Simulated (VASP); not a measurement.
# CO2 (Pa-3) in VASP: electric field gradients with PBE

Aim: the electric field gradients of CO2 with PBE.

All numbers are computed with VASP 6.6.1; they aren't measurements. Logs are shortened: lines on timing, memory, paths and dates and some standing lists are left out, and cuts for length are marked.

**1. The cell of the first run**

Symmetry: Pa-3, No. 205, cubic system. Conventional cell: a = 5.497 Å, b = 5.497 Å, c = 5.497 Å, α = 90.00°, β = 90.00°, γ = 90.00°. Within 1.6 Å of C (site symmetry -3) lie 2 O at 1.17 Å. O (site symmetry 3) has 1 C at 1.17 Å within 1.6 Å.

**2. Electric field gradients, PBE**

Input file INCAR:

```
SYSTEM = CO2
ALGO = Normal ; EDIFF = 1E-8
ENCUT = 1000 ; GGA = PE
GGA_COMPAT = .FALSE. ; ISIF = 2
ISMEAR = 0 ; LASPH = .TRUE.
LCHARG = .FALSE. ; LEFG = .TRUE.
LREAL = Auto ; LWAVE = .FALSE.
NBANDS = 82 ; NELM = 120
PREC = Accurate ; SIGMA = 0.01
```

Input file KPOINTS:

```
k-points
0
G
  3 3 3
  0 0 0
```

Input file POSCAR:

```
CO2
1.0
    0.0000000000      5.4970732800      5.4970732800
    5.4970732800      0.0000000000      5.4970732800
    5.4970732800      5.4970732800      0.0000000000
C O
8 16
Direct
    0.0000000000      0.0000000000      0.0000000000
    0.5000000000      0.5000000000      0.5000000000
    0.0000000000      0.5000000000      0.0000000000
    0.5000000000      0.0000000000      0.5000000000
    0.0000000000      0.0000000000      0.5000000000
    0.5000000000      0.5000000000      0.0000000000
    0.5000000000      0.0000000000      0.0000000000
    0.0000000000      0.5000000000      0.5000000000
    0.0612684900      0.0612684900      0.0612684900
    0.5612684900      0.5612684900      0.5612684900
    0.5612684900      0.0612684900      0.3161945300
    0.0612684900      0.5612684900      0.8161945300
    0.3161945300      0.5612684900      0.0612684900
    0.8161945300      0.0612684900      0.5612684900
    0.0612684900      0.3161945300      0.5612684900
    0.5612684900      0.8161945300      0.0612684900
    0.4387315100      0.4387315100      0.4387315100
    0.9387315100      0.9387315100      0.9387315100
    0.9387315100      0.4387315100      0.1838054700
    0.4387315100      0.9387315100      0.6838054700
    0.1838054700      0.9387315100      0.4387315100
    0.6838054700      0.4387315100      0.9387315100
    0.4387315100      0.1838054700      0.9387315100
    0.9387315100      0.6838054700      0.4387315100
```

Potentials or basis: VASP PAW PBE potentials, release 64 (C_h, O_h).

Command:

```
cat potpaw_PBE.64/C_h/POTCAR potpaw_PBE.64/O_h/POTCAR > POTCAR
mpirun -np 1 vasp_std > vasp.out
```

OUTCAR:

```text
SYSTEM = CO2
   EDIFF = 1E-8
   ENCUT = 1000
   GGA = PE
   ISIF = 2
   ISMEAR = 0
   LASPH = .TRUE.
   LREAL = Auto
   NELM = 120
   PREC = Accurate

 ion  position               nearest neighbor table
   1  0.000  0.000  0.000-   9 1.17  18 1.17
   2  0.500  0.500  0.500-  10 1.17  17 1.17
   3  0.000  0.500  0.000-  12 1.17  19 1.17
   4  0.500  0.000  0.500-  11 1.17  20 1.17
   5  0.000  0.000  0.500-  14 1.17  21 1.17
   6  0.500  0.500  0.000-  13 1.17  22 1.17
   7  0.500  0.000  0.000-  16 1.17  23 1.17
   8  0.000  0.500  0.500-  15 1.17  24 1.17
   9  0.061  0.061  0.061-   1 1.17
  10  0.561  0.561  0.561-   2 1.17
  11  0.561  0.061  0.316-   4 1.17
  12  0.061  0.561  0.816-   3 1.17
  13  0.316  0.561  0.061-   6 1.17
  14  0.816  0.061  0.561-   5 1.17
[... 8 lines left out ...]
  23  0.439  0.184  0.939-   7 1.17
  24  0.939  0.684  0.439-   8 1.17

  LATTYP: Found a face centered cubic cell.
 ALAT       =    10.9941465600

  Lattice vectors:

 A1 = (   0.0000000000,   5.4970732800,   5.4970732800)
 A2 = (   5.4970732800,   0.0000000000,   5.4970732800)
 A3 = (   5.4970732800,   5.4970732800,   0.0000000000)

Analysis of symmetry for initial positions (statically):
=====================================================================
 Subroutine PRICEL returns following result:

  LATTYP: Found a simple cubic cell.
 ALAT       =     5.4970732800

  Lattice vectors:

 A1 = (  -5.4970732800,   0.0000000000,   0.0000000000)
 A2 = (   0.0000000000,   0.0000000000,   5.4970732800)
 A3 = (   0.0000000000,   5.4970732800,   0.0000000000)

   2 primitive cells build up your supercell.

 Routine SETGRP: Setting up the symmetry group for a
 face centered cubic supercell.

 Subroutine GETGRP returns: Found 24 space group operations
 (whereof  6 operations were pure point group operations)
 out of a pool of 48 trial point group operations.

The static configuration has the point symmetry S_6 .
 The point group associated with its full space group is T_h .

Analysis of symmetry for dynamics (positions and initial velocities):
=====================================================================
 Subroutine PRICEL returns following result:

  LATTYP: Found a simple cubic cell.
 ALAT       =     5.4970732800

  Lattice vectors:

 A1 = (  -5.4970732800,   0.0000000000,   0.0000000000)
 A2 = (   0.0000000000,   0.0000000000,   5.4970732800)
 A3 = (   0.0000000000,   5.4970732800,   0.0000000000)

   2 primitive cells build up your supercell.

 Routine SETGRP: Setting up the symmetry group for a
 face centered cubic supercell.

 Subroutine GETGRP returns: Found 24 space group operations
 (whereof  6 operations were pure point group operations)
 out of a pool of 48 trial point group operations.

The dynamic configuration has the point symmetry S_6 .
 The point group associated with its full space group is T_h .

 Subroutine INISYM returns: Found 24 space group operations
 (whereof  6 operations are pure point group operations),
 and found     2 'primitive' translations

----------------------------------------------------------------------------------------

                                     Primitive cell

  volume of cell :     166.1095

  direct lattice vectors                    reciprocal lattice vectors
    -5.497073280  0.000000000  0.000000000    -0.181914984  0.000000000  0.000000000
     0.000000000  0.000000000  5.497073280     0.000000000  0.000000000  0.181914984
     0.000000000  5.497073280  0.000000000     0.000000000  0.181914984  0.000000000

  length of vectors
     5.497073280  5.497073280  5.497073280     0.181914984  0.181914984  0.181914984

  position of ions in fractional coordinates (direct lattice)
     0.000000000  0.000000000  0.000000000
     0.500000000  0.500000000  0.000000000
     0.500000000  0.000000000  0.500000000
     0.000000000  0.500000000  0.500000000
     0.877463020  0.122536980  0.122536980
     0.622536980  0.622536980  0.877463020
     0.377463020  0.877463020  0.377463020
     0.122536980  0.377463020  0.622536980
     0.122536980  0.877463020  0.877463020
     0.377463020  0.377463020  0.122536980
     0.622536980  0.122536980  0.622536980
     0.877463020  0.622536980  0.377463020
[... 50 lines left out ...]
   total plane-waves  NPLWV = 512000
   dimension x,y,z NGX =    80 NGY =   80 NGZ =   80
   dimension x,y,z NGXF=   160 NGYF=  160 NGZF=  160
   ions per type =               8  16
   NGX,Y,Z   is equivalent  to a cutoff of  17.11, 17.11, 17.11 a.u.
   NGXF,Y,Z  is equivalent  to a cutoff of  34.22, 34.22, 34.22 a.u.
 SYSTEM =  CO2
   PREC   = accura    normal or accurate (medium, high low for compatibility)
   ISTART =      0    job   : 0-new  1-cont  2-samecut
   ICHARG =      2    charge: 1-file 2-atom 10-const
   ISPIN  =      1    spin polarized calculation?
   LNONCOLLINEAR =      F non collinear calculations
   LSORBIT =      F    spin-orbit coupling
   LASPH  =      T    aspherical Exc in radial PAW
   ENCUT  = 1000.0 eV  73.50 Ry    8.57 a.u.  20.04 20.04 20.04*2*pi/ulx,y,z
   NELM   =    120;   NELMIN=  2; NELMDL= -5     # of ELM steps
   EDIFF  = 0.1E-07   stopping-criterion for ELM
   LREAL  =      T    real-space projection
   EDIFFG = 0.1E-06   stopping-criterion for IOM
   NSW    =      0    number of steps for IOM
   IBRION =     -1    ionic relax: 0-MD 1-quasi-New 2-CG
   NFREE  =      0    steps in history (QN), initial steepest desc. (CG)
   ISIF   =      2    stress and relaxation
   ISYM   =      2    0-nonsym 1-usesym 2-fastsym
   POTIM  = 0.5000    time-step for ionic-motion
   TEBEG  =    0.0;   TEEND  =   0.0 temperature during run
   PSTRESS=    0.0 pullay stress
   NELECT =     128.0000    total number of electrons
   NUPDOWN=      -1.0000    fix difference up-down
   EMIN   =  10.00;   EMAX   =-10.00  energy-range for DOS
   EFERMI =   0.00;   METHOD = LEGACY
   ISMEAR =     0;   SIGMA  =   0.01  broadening in eV -4-tet -1-fermi 0-gaus
   EFERMI_NEDOS =   21; number of points for ismear=-14 and -15
   IALGO  =     38    algorithm
   IMIX   =      4    mixing-type and parameters
     AMIX     =   0.40;   BMIX     =  1.00
     AMIX_MAG =   1.60;   BMIX_MAG =  1.00
  volume/ion in A,a.u.               =      13.84        93.41
  Fermi-wavevector in a.u.,A,eV,Ry     =   1.191251  2.251138 19.307743  1.419079
  Thomas-Fermi vector in A             =   2.327317
   LORBIT       =      0    0 simple, 1 ext, 2 COOP (PROOUT), +10 PAW based schemes
   GGA     = PE    functional components
   LHFCALC =     F    Hartree Fock is set to
   AEXX    =    0.0000 exact exchange contribution
   IVDW    =     0    specifies the selected vdW correction
   LEPSILON=     F    determine dielectric tensor
   LRPA    =     F    only Hartree local field effects (RPA)
 non-spin polarized calculation
 Gauss-broadening in eV      SIGMA  =   0.01
  energy-cutoff  :     1000.00
  volume of cell :      332.22
 maximum number of plane-waves:     23848
   NGX = 41   NGY = 41   NGZ = 41

 number of electron     127.9999990 magnetization

 Free energy of the ion-electron system (eV)
  ---------------------------------------------------
  ext. energy  EPLUGINS =         0.00000000
  ---------------------------------------------------
  free energy    TOTEN  =      -186.14892247 eV

  energy without entropy =     -186.14892247  energy(sigma->0) =     -186.14892247

 E-fermi :  -2.5972     XC(G=0):  -8.1750

 val. band max:       -2.7172393803   @ k =   0.0000   0.0000   0.0000
 cond. band min:       4.1573608143   @ k =   0.0000   0.0000   0.0000
 fundamental gap:      6.8746001946
 Fermi energy:        -2.5971831615

 k-point     1 :       0.0000    0.0000    0.0000
  band No.  band energies     occupation
      1     -23.3305      2.00000
      2     -23.1312      2.00000
      3     -23.1312      2.00000
      4     -23.1312      2.00000
      5     -23.1312      2.00000
      6     -23.0656      2.00000
[... 305 lines left out ...]
     75       5.7495      0.00000
     76       5.8130      0.00000
 [bands above 76 left out]

------------------------ aborting loop because EDIFF is reached ----------------------------------------

  FORCE on cell =-STRESS in cart. coord.  units (eV):
  Direction    XX          YY          ZZ          XY          YZ          ZX
  --------------------------------------------------------------------------------------
  -------------------------------------------------------------------------------------
  Total        5.2391014      5.2391014      5.2391014     -0.0000000      0.0000000     -0.0000000
  in kB       25.2663676     25.2663676     25.2663676     -0.0000000      0.0000000     -0.0000000
  external PRESSURE =      25.2663676 kB  Pullay stress =       0.0000000 kB

 VOLUME and BASIS-vectors are now :
 -----------------------------------------------------------------------------
  energy-cutoff  :     1000.00
  volume of cell :      332.22
      direct lattice vectors                 reciprocal lattice vectors
     0.000000000  5.497073280  5.497073280    -0.090957492  0.090957492  0.090957492
     5.497073280  0.000000000  5.497073280     0.090957492 -0.090957492  0.090957492
     5.497073280  5.497073280  0.000000000     0.090957492  0.090957492 -0.090957492

 POSITION                                       TOTAL-FORCE (eV/Angst)
 -----------------------------------------------------------------------------------
      0.00000      0.00000      0.00000         0.000000     -0.000000      0.000000
      5.49707      5.49707      5.49707         0.000000     -0.000000      0.000000
      2.74854      0.00000      2.74854         0.000000     -0.000000      0.000000
      2.74854      5.49707      2.74854         0.000000     -0.000000      0.000000
      2.74854      2.74854      0.00000         0.000000     -0.000000      0.000000
      2.74854      2.74854      5.49707         0.000000     -0.000000      0.000000
[... 16 lines left out ...]
      6.17067      7.57202      3.42213         0.071985     -0.071985      0.071985
      6.17067      7.57202      8.91920         0.071985     -0.071985      0.071985
 -----------------------------------------------------------------------------------
    total drift:                                0.000000      0.000000     -0.000000

  FREE ENERGIE OF THE ION-ELECTRON SYSTEM (eV)
  ---------------------------------------------------
  free  energy   TOTEN  =      -186.1489224706 eV

  energy  without entropy=     -186.1489224706  energy(sigma->0) =     -186.14892247

 Electric field gradients (V/A^2)
---------------------------------------------------------------------
 ion       V_xx      V_yy      V_zz      V_xy      V_xz      V_yz
---------------------------------------------------------------------
   1       0.000     0.000    -0.000   -25.619   -25.619   -25.619
   2       0.000    -0.000     0.000   -25.619   -25.619   -25.619
   3      -0.000    -0.000     0.000   -25.619    25.619    25.619
   4      -0.000    -0.000     0.000   -25.619    25.619    25.619
   5       0.000    -0.000    -0.000    25.619    25.619   -25.619
   6       0.000    -0.000    -0.000    25.619    25.619   -25.619
[... 16 lines left out ...]
  23       0.001    -0.002     0.001   -33.330    33.325   -33.330
  24       0.001    -0.002     0.001   -33.330    33.325   -33.330
---------------------------------------------------------------------

 Electric field gradients after diagonalization (V/A^2)
 (convention: |V_zz| > |V_xx| > |V_yy|)
----------------------------------------------------------------------
 ion       V_xx      V_yy      V_zz     asymmetry (V_yy - V_xx)/ V_zz
----------------------------------------------------------------------
   1      25.619    25.619   -51.238       0.000
   2      25.619    25.619   -51.238       0.000
   3      25.619    25.619   -51.238       0.000
   4      25.619    25.619   -51.238       0.000
   5      25.619    25.619   -51.238       0.000
   6      25.619    25.619   -51.238       0.000
[... 16 lines left out ...]
  23     -33.333   -33.324    66.657       0.000
  24     -33.333   -33.324    66.657       0.000
----------------------------------------------------------------------

           NMR quadrupolar parameters

 Cq : quadrupolar parameter    Cq=e*Q*V_zz/h
 eta: asymmetry parameters     (V_yy - V_xx)/ V_zz
 Q  : nuclear electric quadrupole moment in mb (millibarn)
----------------------------------------------------------------------
 ion       Cq(MHz)       eta       Q (mb)
----------------------------------------------------------------------
   1      -0.124       0.000       1.000
   2      -0.124       0.000       1.000
   3      -0.124       0.000       1.000
   4      -0.124       0.000       1.000
   5      -0.124       0.000       1.000
   6      -0.124       0.000       1.000
[... 16 lines left out ...]
  23       0.161       0.000       1.000
  24       0.161       0.000       1.000
----------------------------------------------------------------------
```

Wall time 5 min (1 thread of Intel Xeon 6975P-C (Granite Rapids), shared host); peak memory 0.98 GiB.

What came out:

| Quantity | Value |
| --- | --- |
| Free energy | -186.1489 eV |
| Pressure | 2.5 GPa |
| Largest force | 0.125 eV/Å |
| Band gap on the k mesh | 6.87 eV |
| Largest electric field gradient by atom | C -51.2; O +66.7 V/Å² |

Forces in eV/Å, atoms in the order of the input:
```
C    0.000  0.000  0.000
C    0.000  0.000  0.000
C    0.000  0.000  0.000
C    0.000  0.000  0.000
C    0.000  0.000  0.000
C    0.000  0.000  0.000
C    0.000  0.000  0.000
C    0.000  0.000  0.000
O    0.072  0.072  0.072
O    0.072  0.072  0.072
O   -0.072 -0.072  0.072
O   -0.072 -0.072  0.072
O    0.072 -0.072 -0.072
O    0.072 -0.072 -0.072
O   -0.072  0.072 -0.072
O   -0.072  0.072 -0.072
O   -0.072 -0.072 -0.072
O   -0.072 -0.072 -0.072
O    0.072  0.072 -0.072
O    0.072  0.072 -0.072
O   -0.072  0.072  0.072
O   -0.072  0.072  0.072
O    0.072 -0.072  0.072
O    0.072 -0.072  0.072
```

Electric field gradients, principal values (V/Å²):
```tsv
atom	least	middle	greatest (by size)
1 C	25.619	25.619	-51.238
2 C	25.619	25.619	-51.238
3 C	25.619	25.619	-51.238
4 C	25.619	25.619	-51.238
5 C	25.619	25.619	-51.238
6 C	25.619	25.619	-51.238
7 C	25.619	25.619	-51.238
8 C	25.619	25.619	-51.238
9 O	-33.327	-33.327	66.653
10 O	-33.327	-33.327	66.653
11 O	-33.324	-33.333	66.657
12 O	-33.324	-33.333	66.657
13 O	-33.324	-33.333	66.657
14 O	-33.324	-33.333	66.657
15 O	-33.324	-33.333	66.657
16 O	-33.324	-33.333	66.657
17 O	-33.327	-33.327	66.653
18 O	-33.327	-33.327	66.653
19 O	-33.324	-33.333	66.657
20 O	-33.324	-33.333	66.657
21 O	-33.324	-33.333	66.657
22 O	-33.324	-33.333	66.657
23 O	-33.324	-33.333	66.657
24 O	-33.324	-33.333	66.657
```

Caveat: this functional lacks dispersion, which holds the molecules together, so the pressure and a relaxed volume are unreliable; without QUAD_EFG the Cq values of the log hold for a quadrupole moment of 1 mb, not for the nuclei.
